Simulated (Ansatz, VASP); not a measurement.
# One calculation of Ni2Sb2Pd, two programs

INCAR

```
SYSTEM = Ni2Sb2Pd
PREC = Accurate
ENCUT = 520
EDIFF = 1E-6
ISMEAR = 0
SIGMA = 0.0666
LREAL = .FALSE.
LASPH = .TRUE.
NELM = 150
ALGO = Normal
ISIF = 2
LWAVE = .FALSE.
LCHARG = .FALSE.
LMAXMIX = 4
LDAU = .TRUE.
LDAUTYPE = 2
LDAUL = 2 -1 -1
LDAUU = 1 0 0
LDAUJ = 0 0 0
LDAUPRINT = 1
GGA = PE
NBANDS = 28
```

File KPOINTS:

```
regular mesh
0
G
  5 5 5
  0 0 0
```

File POSCAR:

```
Ni2Sb2Pd
1.0
    0.0000000000      4.1923480000      0.0000000000
    4.1923480000      0.0000000000      0.0000000000
    2.0961740000      2.0961740000     -5.1246000000
Pd Sb Ni
1 2 2
Direct
    0.0000000000      0.0000000000      0.0000000000
    0.3828000000      0.3828000000      0.2344000000
    0.6172000000      0.6172000000      0.7656000000
    0.7500000000      0.2500000000      0.5000000000
    0.2500000000      0.7500000000      0.5000000000
```

Input for Ansatz:

```yaml
crystal:
  lattice:
    - [0.0, 4.192348, 0.0]
    - [4.192348, 0.0, 0.0]
    - [2.096174, 2.096174, -5.1246]
  atoms:
    - { symbol: Pd, position: [0.0, 0.0, 0.0] }
    - { symbol: Sb, position: [0.3828, 0.3828, 0.2344] }
    - { symbol: Sb, position: [0.6172, 0.6172, 0.7656] }
    - { symbol: Ni, position: [0.75, 0.25, 0.5] }
    - { symbol: Ni, position: [0.25, 0.75, 0.5] }
  symmetry: { tolerance: 0.0003 }
kpoints:
  mp_grid: { grid: [5, 5, 5], shift: [0, 0, 0] }
magnetization:
  spin_polarized: false
scf:
  occupations: { method: gaussian, width: 0.0666 }
hamiltonian:
  pseudopotentials: { kind: paw }
  xc: pbe
  hubbard: { sites: [{ species: Pd, l: d, u_eff: 1.0 }], double_counting: fll }
basis:
  ecutwfc: 420
output:
  forces: true
  stress: true
  eigenvalues: true
```

Alike in both runs: task single point; functional PBE; k mesh 5 × 5 × 5; occupations gaussian, width 0.0666 eV; no spin polarisation; Hubbard terms Pd d U = 1.0 eV.

|  | VASP | Ansatz |
| --- | --- | --- |
| version | VASP 6.6.1 | Ansatz 0.2.0 |
| potentials or method | VASP PAW PBE potentials, release 64 (Pd, Sb, Ni), cutoff 520 eV | PAW plane waves |
| valence electrons in the cell | 40 | 84 |

|  | VASP | Ansatz | Ansatz less VASP |
| --- | --- | --- | --- |
| gap on the k mesh at the Fermi level (eV) | none | none | - |
| pressure (GPa) | 6.2 | 6.3 | +0.09 |
| traceless stress, the component that is largest in VASP (GPa) | 16.18 | 15.63 | -0.552 |
| rms of the force components (eV/Å) | 1.762 | 1.699 | -0.0626 |

The programs project onto different local orbitals, so the same U acts differently, and such runs can settle in different states. Atom by atom the forces differ by 0.063 eV/Å (rms over components). A gap of «none» marks a metal or a gap that the smearing closes. VASP's potentials hold 40 valence electrons a cell and Ansatz's 84, so a difference there can come from the potentials and not from the codes. Ansatz's warnings: filled band counts differ across k points.

Neither program's run includes spin-orbit coupling.
